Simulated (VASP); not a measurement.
MoPdRu2, 4 atoms in the cell. It takes space group P-6m2 (No. 187, hexagonal). Conventional cell: a = 2.766 Å, b = 2.766 Å, c = 9.004 Å, α = 90.00°, β = 90.00°, γ = 120.00°. Mo (site symmetry -6m2) has 6 Mo at 2.77 Å and 6 Ru at 2.88 Å within 3.6 Å. Ru (site symmetry 3m) has 3 Pd at 2.64 Å and 6 Ru at 2.77 Å and 3 Mo at 2.88 Å within 3.5 Å. Within 3.5 Å of Pd (site symmetry -6m2) lie 6 Ru at 2.64 Å and 6 Pd at 2.77 Å.  This cell differs from its parent crystal: strained.

- Program: VASP 6.6.1
- Task: single point
- Functional: PBEsol
- Potentials or basis: VASP PAW PBE potentials, release 64 (Mo_sv, Ru_pv, Pd)
- Cutoff: 520 eV
- k mesh: 18 × 18 × 6
- Occupations: gaussian, width 0.1 eV
- Spin: no spin polarisation
- Dipole correction: no
- Further INCAR settings: ALGO = Normal; EDIFF = 1e-07; NBANDS = 34

Potentials or basis: VASP PAW PBE potentials, release 64 (Mo_sv, Ru_pv, Pd).

Launch:

```sh
$ cat potpaw_PBE.64/Mo_sv/POTCAR potpaw_PBE.64/Ru_pv/POTCAR potpaw_PBE.64/Pd/POTCAR > POTCAR
$ mpirun -np 1 vasp_std > vasp.out
```

Hardware: 1 thread of Intel(R) Xeon(R) Platinum 8259CL CPU @ 2.50GHz (Skylake/Cascade Lake), on a shared host.

How long does it take, and how much memory?

It took 5.8 min on 1 thread of Intel(R) Xeon(R) Platinum 8259CL CPU @ 2.50GHz (Skylake/Cascade Lake), with other jobs on the host, peak memory 0.41 GiB. Counts: scf iterations 17, k points 148.
